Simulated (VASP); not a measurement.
# BO3 (Pm-3m) in VASP: notebook

BO3 is run at these levels: PBE; tasks: single point, relaxation of cell and atoms.

All numbers are computed with VASP 6.6.1; they aren't measurements. Logs are shortened: lines on timing, memory, paths and dates and some standing lists are left out, and cuts for length are marked.

## 1. The cell of the first run

The structure is cubic, space group Pm-3m (No. 221). Conventional cell: a = 3.180 Å, b = 3.180 Å, c = 3.180 Å, α = 90.00°, β = 90.00°, γ = 90.00°. B (site symmetry m-3m) has 12 O at 2.25 Å within 3.0 Å. O (site symmetry 4/mmm) has 4 B at 2.25 Å and 8 O at 2.25 Å within 3.0 Å.

## 2. Single point, PBE, collinear spin, ferromagnetic start

INCAR

```
SYSTEM = BO3
PREC = Accurate
ENCUT = 520
EDIFF = 1E-6
ISMEAR = 0
SIGMA = 0.1
LREAL = .FALSE.
LASPH = .TRUE.
NELM = 150
ALGO = Normal
ISIF = 2
LWAVE = .FALSE.
LCHARG = .TRUE.
ISPIN = 2
MAGMOM = 0 0.65 0.65 0.65
LORBIT = 11
GGA = PE
LELF = .TRUE.
LVHAR = .TRUE.
NBANDS = 22
```

KPOINTS

```
regular mesh
0
G
  6 6 6
  0 0 0
```

POSCAR

```
BO3
1.0
    3.1796298356      0.0000000000      0.0000000000
    0.0000000000      3.1796298356      0.0000000000
    0.0000000000      0.0000000000      3.1796298356
B O
1 3
Direct
    0.0000000000      0.0000000000      0.0000000000
    0.0000000000      0.5000000000      0.5000000000
    0.5000000000      0.0000000000      0.5000000000
    0.5000000000      0.5000000000      0.0000000000
```

Potentials or basis: VASP PAW PBE potentials, release 64 (B, O).

Launch:

```sh
$ cat potpaw_PBE.64/B/POTCAR potpaw_PBE.64/O/POTCAR > POTCAR
$ mpirun -np 1 vasp_std > vasp.out
```

OUTCAR:

```text
SYSTEM = BO3
   PREC = Accurate
   ENCUT = 520
   EDIFF = 1E-6
   ISMEAR = 0
   LREAL = .FALSE.
   LASPH = .TRUE.
   NELM = 150
   ISIF = 2
   ISPIN = 2
   LORBIT = 11
   GGA = PE

 ion  position               nearest neighbor table
   1  0.000  0.000  0.000-
   2  0.000  0.500  0.500-
   3  0.500  0.000  0.500-
   4  0.500  0.500  0.000-

  LATTYP: Found a simple cubic cell.
 ALAT       =     3.1796298356

  Lattice vectors:

 A1 = (   3.1796298356,   0.0000000000,   0.0000000000)
 A2 = (   0.0000000000,   3.1796298356,   0.0000000000)
 A3 = (   0.0000000000,   0.0000000000,   3.1796298356)

Analysis of symmetry for initial positions (statically):
=====================================================================
 Subroutine PRICEL returns:
 Original cell was already a primitive cell.

 Routine SETGRP: Setting up the symmetry group for a
 simple cubic supercell.

 Subroutine GETGRP returns: Found 48 space group operations
 (whereof 48 operations were pure point group operations)
 out of a pool of 48 trial point group operations.

The static configuration has the point symmetry O_h .

Analysis of symmetry for dynamics (positions and initial velocities):
=====================================================================
 Subroutine PRICEL returns:
 Original cell was already a primitive cell.

 Routine SETGRP: Setting up the symmetry group for a
 simple cubic supercell.

 Subroutine GETGRP returns: Found 48 space group operations
 (whereof 48 operations were pure point group operations)
 out of a pool of 48 trial point group operations.

The dynamic configuration has the point symmetry O_h .

Analysis of structural, dynamic, and magnetic symmetry:
=====================================================================
 Subroutine PRICEL returns:
 Original cell was already a primitive cell.

 Routine SETGRP: Setting up the symmetry group for a
 simple cubic supercell.

 Subroutine GETGRP returns: Found 48 space group operations
 (whereof 48 operations were pure point group operations)
 out of a pool of 48 trial point group operations.

The overall configuration has the point symmetry O_h .

 Subroutine INISYM returns: Found 48 space group operations
 (whereof 48 operations are pure point group operations),
 and found     1 'primitive' translations

----------------------------------------------------------------------------------------

                                     Primitive cell

  volume of cell :      32.1462

  direct lattice vectors                    reciprocal lattice vectors
     3.179629836  0.000000000  0.000000000     0.314502018  0.000000000  0.000000000
     0.000000000  3.179629836  0.000000000     0.000000000  0.314502018  0.000000000
     0.000000000  0.000000000  3.179629836     0.000000000  0.000000000  0.314502018

  length of vectors
     3.179629836  3.179629836  3.179629836     0.314502018  0.314502018  0.314502018

  position of ions in fractional coordinates (direct lattice)
     0.000000000  0.000000000  0.000000000
     0.000000000  0.500000000  0.500000000
     0.500000000  0.000000000  0.500000000
     0.500000000  0.500000000  0.000000000

  ion indices of the primitive-cell ions
   primitive index   ion index
                 1           1
                 2           2
                 3           3
                 4           4

----------------------------------------------------------------------------------------

 KPOINTS: regular mesh

Automatic generation of k-mesh.
 Grid dimensions read from file:
 generate k-points for:    6    6    6

 Generating k-lattice:

  Cartesian coordinates                     Fractional coordinates (reciprocal lattice)
     0.052417003  0.000000000  0.000000000     0.166666667  0.000000000  0.000000000
     0.000000000  0.052417003  0.000000000     0.000000000  0.166666667  0.000000000
     0.000000000  0.000000000  0.052417003     0.000000000  0.000000000  0.166666667

  Length of vectors
     0.052417003  0.052417003  0.052417003

  Shift w.r.t. Gamma in fractional coordinates (k-lattice)
     0.000000000  0.000000000  0.000000000

 Subroutine IBZKPT returns following result:
 ===========================================

 Found     20 irreducible k-points:

 Following reciprocal coordinates:
            Coordinates               Weight
  0.000000  0.000000  0.000000      1.000000
  0.166667  0.000000  0.000000      6.000000
  0.333333  0.000000  0.000000      6.000000
  0.500000  0.000000  0.000000      3.000000
  0.166667  0.166667  0.000000     12.000000
  0.333333  0.166667  0.000000     24.000000
[... 12 lines left out ...]
  0.500000  0.500000  0.333333      6.000000
  0.500000  0.500000  0.500000      1.000000
   k-points           NKPTS =     20   k-points in BZ     NKDIM =     20   number of bands    NBANDS=     22
   number of dos      NEDOS =    301   number of ions     NIONS =      4
   total plane-waves  NPLWV =  13824
   dimension x,y,z NGX =    24 NGY =   24 NGZ =   24
   dimension x,y,z NGXF=    48 NGYF=   48 NGZF=   48
   ions per type =               1   3
   NGX,Y,Z   is equivalent  to a cutoff of  12.55, 12.55, 12.55 a.u.
   NGXF,Y,Z  is equivalent  to a cutoff of  25.10, 25.10, 25.10 a.u.
 SYSTEM =  BO3
   PREC   = accura    normal or accurate (medium, high low for compatibility)
   ISTART =      0    job   : 0-new  1-cont  2-samecut
   ICHARG =      2    charge: 1-file 2-atom 10-const
   ISPIN  =      2    spin polarized calculation?
   LNONCOLLINEAR =      F non collinear calculations
   LSORBIT =      F    spin-orbit coupling
   LASPH  =      T    aspherical Exc in radial PAW
   ENCUT  =  520.0 eV  38.22 Ry    6.18 a.u.   5.91  5.91  5.91*2*pi/ulx,y,z
   NELM   =    150;   NELMIN=  2; NELMDL= -5     # of ELM steps
   EDIFF  = 0.1E-05   stopping-criterion for ELM
   LREAL  =      F    real-space projection
   EDIFFG = 0.1E-04   stopping-criterion for IOM
   NSW    =      0    number of steps for IOM
   IBRION =     -1    ionic relax: 0-MD 1-quasi-New 2-CG
   NFREE  =      0    steps in history (QN), initial steepest desc. (CG)
   ISIF   =      2    stress and relaxation
   ISYM   =      2    0-nonsym 1-usesym 2-fastsym
   POTIM  = 0.5000    time-step for ionic-motion
   TEBEG  =    0.0;   TEEND  =   0.0 temperature during run
   PSTRESS=    0.0 pullay stress
   NELECT =      21.0000    total number of electrons
   NUPDOWN=      -1.0000    fix difference up-down
   EMIN   =  10.00;   EMAX   =-10.00  energy-range for DOS
   EFERMI =   0.00;   METHOD = LEGACY
   ISMEAR =     0;   SIGMA  =   0.10  broadening in eV -4-tet -1-fermi 0-gaus
   EFERMI_NEDOS =   21; number of points for ismear=-14 and -15
   IALGO  =     38    algorithm
   IMIX   =      4    mixing-type and parameters
     AMIX     =   0.40;   BMIX     =  1.00
     AMIX_MAG =   1.60;   BMIX_MAG =  1.00
  volume/ion in A,a.u.               =       8.04        54.23
  Fermi-wavevector in a.u.,A,eV,Ry     =   1.420490  2.684336 27.453706  2.017790
  Thomas-Fermi vector in A             =   2.541399
   LORBIT       =     11    0 simple, 1 ext, 2 COOP (PROOUT), +10 PAW based schemes
   GGA     = PE    functional components
   LHFCALC =     F    Hartree Fock is set to
   AEXX    =    0.0000 exact exchange contribution
   IVDW    =     0    specifies the selected vdW correction
   LEPSILON=     F    determine dielectric tensor
   LRPA    =     F    only Hartree local field effects (RPA)
 spin polarized calculation
 Gauss-broadening in eV      SIGMA  =   0.10
  energy-cutoff  :      520.00
  volume of cell :       32.15
 maximum number of plane-waves:       912
 NGX is ok and might be reduce to    24
   NGX = 11   NGY = 11   NGZ = 11

 number of electron      20.9999987 magnetization       3.0743120

 Free energy of the ion-electron system (eV)
  ---------------------------------------------------
  ext. energy  EPLUGINS =         0.00000000
  ---------------------------------------------------
  free energy    TOTEN  =       -13.60077786 eV

  energy without entropy =      -13.58979021  energy(sigma->0) =      -13.59528403

 E-fermi :   3.4996     XC(G=0): -11.9165

 val. band max:        3.4972105226   @ k =   0.5000   0.5000   0.1667
 cond. band min:       3.5195901821   @ k =   0.5000   0.5000   0.3333
 fundamental gap:      0.0223796594
 Fermi energy:         3.4995712782

 spin component 1

 k-point     1 :       0.0000    0.0000    0.0000
  band No.  band energies     occupation
      1     -17.8913      1.00000
      2     -12.9557      1.00000
      3     -12.9557      1.00000
      4      -2.7698      1.00000
      5      -2.7698      1.00000
      6      -2.7698      1.00000
[... 14 lines left out ...]
     21      22.9144      0.00000
     22      22.9144      0.00000
[... 451 lines left out ...]
 k-point    20 :       0.5000    0.5000    0.5000
  band No.  band energies     occupation
      1     -14.3689      1.00000
      2     -14.3689      1.00000
      3     -14.3689      1.00000
      4      -4.0712      1.00000
      5      -3.8596      1.00000
      6      -3.8596      1.00000
[... 14 lines left out ...]
     21      30.5231      0.00000
     22      30.5231      0.00000
 Fermi energy:         3.4995712782

 spin component 2

 k-point     1 :       0.0000    0.0000    0.0000
  band No.  band energies     occupation
      1     -16.3991      1.00000
      2     -10.9498      1.00000
      3     -10.9498      1.00000
      4      -1.4919      1.00000
      5      -1.4919      1.00000
      6      -1.4919      1.00000
[... 14 lines left out ...]
     21      22.9867      0.00000
     22      22.9867      0.00000
[... 452 lines left out ...]
  band No.  band energies     occupation
      1     -12.4767      1.00000
      2     -12.4767      1.00000
      3     -12.4767      1.00000
      4      -3.0074      1.00000
      5      -3.0074      1.00000
      6      -3.0074      1.00000
[... 14 lines left out ...]
     21      30.8074      0.00000
     22      30.8074      0.00000

------------------------ aborting loop because EDIFF is reached ----------------------------------------

  FORCE on cell =-STRESS in cart. coord.  units (eV):
  Direction    XX          YY          ZZ          XY          YZ          ZX
  --------------------------------------------------------------------------------------
  -------------------------------------------------------------------------------------
  Total       -0.0190162     -0.0190162     -0.0190162     -0.0000000     -0.0000000     -0.0000000
  in kB       -0.9477715     -0.9477715     -0.9477715     -0.0000000     -0.0000000     -0.0000000
  external PRESSURE =      -0.9477715 kB  Pullay stress =       0.0000000 kB

 VOLUME and BASIS-vectors are now :
 -----------------------------------------------------------------------------
  energy-cutoff  :      520.00
  volume of cell :       32.15
      direct lattice vectors                 reciprocal lattice vectors
     3.179629836  0.000000000  0.000000000     0.314502018  0.000000000  0.000000000
     0.000000000  3.179629836  0.000000000     0.000000000  0.314502018  0.000000000
     0.000000000  0.000000000  3.179629836     0.000000000  0.000000000  0.314502018

 POSITION                                       TOTAL-FORCE (eV/Angst)
 -----------------------------------------------------------------------------------
      0.00000      0.00000      0.00000         0.000000      0.000000      0.000000
      0.00000      1.58981      1.58981         0.000000      0.000000      0.000000
      1.58981      0.00000      1.58981         0.000000      0.000000      0.000000
      1.58981      1.58981      0.00000         0.000000      0.000000      0.000000
 -----------------------------------------------------------------------------------
    total drift:                                0.000000     -0.000000     -0.000000

  FREE ENERGIE OF THE ION-ELECTRON SYSTEM (eV)
  ---------------------------------------------------
  free  energy   TOTEN  =       -13.6007778569 eV

  energy  without entropy=      -13.5897902112  energy(sigma->0) =      -13.59528403

 total charge

# of ion       s       p       d       tot
------------------------------------------
    1        0.653   0.480   0.000   1.133
    2        1.649   3.059   0.000   4.707
    3        1.649   3.059   0.000   4.707
    4        1.649   3.059   0.000   4.707
--------------------------------------------------
tot          5.599   9.655   0.000  15.254

 magnetization (x)

# of ion       s       p       d       tot
------------------------------------------
    1       -0.075  -0.078   0.000  -0.152
    2        0.008   0.966   0.000   0.974
    3        0.008   0.966   0.000   0.974
    4        0.008   0.966   0.000   0.974
--------------------------------------------------
tot         -0.052   2.822   0.000   2.770
```

Wall time 28 s (1 thread of Intel Xeon 8259CL, shared host); peak memory 0.15 GiB.

What came out:

```yaml
Free_energy: -13.6008 eV
Pressure: -0.1 GPa
Net_moment: 3.07 μB per cell
Site_moments: B -0.15; O +0.97 μB
Valence_electrons_inside_the_program's_atomic_spheres: B 1.13; O 4.71
```

Levels at points of the mesh, in eV from the Fermi level:
Spin up:
| k point | band 8 | band 9 | band 10 | band 11 | band 12 | band 13 | band 14 | band 15 | band 16 | band 17 |
| --- | --- | --- | --- | --- | --- | --- | --- | --- | --- | --- |
| (0.00, 0.00, 0.00) | -1.75 | -1.75 | -1.75 | -0.40 | -0.40 | -0.40 | 6.51 | 6.51 | 6.51 | 14.13 |
| (0.50, 0.00, 0.00) | -3.56 | -2.69 | -2.54 | -0.53 | -0.53 | 2.25 | 3.13 | 5.27 | 5.27 | 17.23 |
| (0.50, 0.50, 0.00) | -2.85 | -2.85 | -2.74 | -0.01 | 0.06 | 1.37 | 3.47 | 5.56 | 5.56 | 20.76 |
| (0.50, 0.50, 0.50) | -2.98 | 0.03 | 0.03 | 0.12 | 0.12 | 0.12 | 6.68 | 6.68 | 6.68 | 19.43 |
Spin down:
```
           k point  band 7  band 8  band 9  band 10  band 11  band 12
(0.00, 0.00, 0.00)   -2.50   -0.06   -0.06    -0.06     1.83     1.83
(0.50, 0.00, 0.00)   -2.39   -2.39   -1.21    -0.20     1.73     1.73
(0.50, 0.50, 0.00)   -2.78   -1.32   -1.32    -0.42     1.80     1.90
(0.50, 0.50, 0.50)   -5.75   -3.49    1.97     1.97     1.97     2.78
```

## 3. Relaxation of cell and atoms, PBE, collinear spin, ferromagnetic start

This run uses another cell than the first one, of 7.11 Å³/atom.

INCAR

```
SYSTEM = BO3
  PREC = Accurate
  ENCUT = 600
  EDIFF = 1E-6
  ISMEAR = 0
  SIGMA = 0.1
  LREAL = .FALSE.
  LASPH = .TRUE.
  NELM = 150
  ALGO = Normal
  ISIF = 3
  LWAVE = .FALSE.
  LCHARG = .FALSE.
  ISPIN = 2
  MAGMOM = 0 0.65 0.65 0.65
  LORBIT = 11
  GGA = PE
  IBRION = 2
  NSW = 90
  EDIFFG = -0.04
```

KPOINTS is that of step 2.

POSCAR

```
BO3
1.0
    3.0529428106      0.0000000000      0.0000000000
    0.0000000000      3.0529428106      0.0000000000
    0.0000000000      0.0000000000      3.0529428106
B O
1 3
Direct
    0.0000000000      0.0000000000      0.0000000000
    0.0000000000      0.5000000000      0.5000000000
    0.5000000000      0.0000000000      0.5000000000
    0.5000000000      0.5000000000      0.0000000000
```

Potentials or basis: VASP PAW PBE potentials, release 64 (B, O).

Launch:

```sh
$ cat potpaw_PBE.64/B/POTCAR potpaw_PBE.64/O/POTCAR > POTCAR
$ mpirun -np 1 vasp_std > vasp.out
```

Wall time 1.9 min (1 thread of Intel Xeon 8259CL, shared host); peak memory 0.15 GiB.

Results (log left out):

* Free energy: -13.5941 eV
* Relaxed volume: 8.01 Å³/atom
* Relaxed cell: a = 3.176 Å, b = 3.176 Å, c = 3.176 Å, α = 90.00°, β = 90.00°, γ = 90.00°
* Space group after relaxing (to 0.1 Å): Pm-3m (No. 221)
* Energy gained by relaxing: 34.3 meV/atom
* Ionic steps: 5
* Pressure after relaxing: 0.3 GPa
* Net moment: 3.05 μB per cell
* Site moments: B -0.15; O +0.97 μB
* Valence electrons inside the program's atomic spheres: B 1.13; O 4.71

The path:
```csv
step,energy change (eV),largest force (eV/Å),pressure (GPa),volume (Å³)
1,0.0000,0.0000,14.55,28.45
2,-0.1324,0.0000,1.71,31.20
3,-0.1354,0.0000,1.03,31.68
4,-0.1344,0.0000,-1.72,32.67
5,-0.1371,0.0000,0.34,32.04
```

Final structure:
```yaml
crystal:
  lattice:
    - [3.17622, 0.00000, 0.00000]
    - [0.00000, 3.17622, 0.00000]
    - [0.00000, 0.00000, 3.17622]
  atoms:
    - { symbol: B, position: [0.00000, 0.00000, 0.00000] }
    - { symbol: O, position: [0.00000, 0.50000, 0.50000] }
    - { symbol: O, position: [0.50000, 0.00000, 0.50000] }
    - { symbol: O, position: [0.50000, 0.50000, 0.00000] }
```

Levels at points of the mesh, in eV from the Fermi level:
Spin up:
| k point | band 9 | band 10 | band 11 | band 12 | band 13 | band 14 | band 15 |
| --- | --- | --- | --- | --- | --- | --- | --- |
| (0.00, 0.00, 0.00) | -1.74 | -1.74 | -0.39 | -0.39 | -0.39 | 6.52 | 6.52 |
| (0.50, 0.00, 0.00) | -2.69 | -2.54 | -0.52 | -0.52 | 2.27 | 3.14 | 5.28 |
| (0.50, 0.50, 0.00) | -2.85 | -2.74 | -0.01 | 0.08 | 1.39 | 3.47 | 5.57 |
| (0.50, 0.50, 0.50) | 0.04 | 0.04 | 0.13 | 0.13 | 0.13 | 6.70 | 6.70 |
Spin down:
```tsv
k point	band 5	band 6	band 7	band 8	band 9	band 10	band 11	band 12	band 13	band 14
(0.00, 0.00, 0.00)	-5.02	-5.02	-2.49	-0.07	-0.07	-0.07	1.82	1.82	1.82	6.64
(0.50, 0.00, 0.00)	-2.92	-2.92	-2.41	-2.41	-1.23	-0.21	1.72	1.72	2.94	3.09
(0.50, 0.50, 0.00)	-2.95	-2.95	-2.80	-1.34	-1.34	-0.44	1.81	1.89	2.71	3.01
(0.50, 0.50, 0.50)	-6.54	-6.54	-5.79	-3.49	1.96	1.96	1.96	2.77	2.77	6.93
```
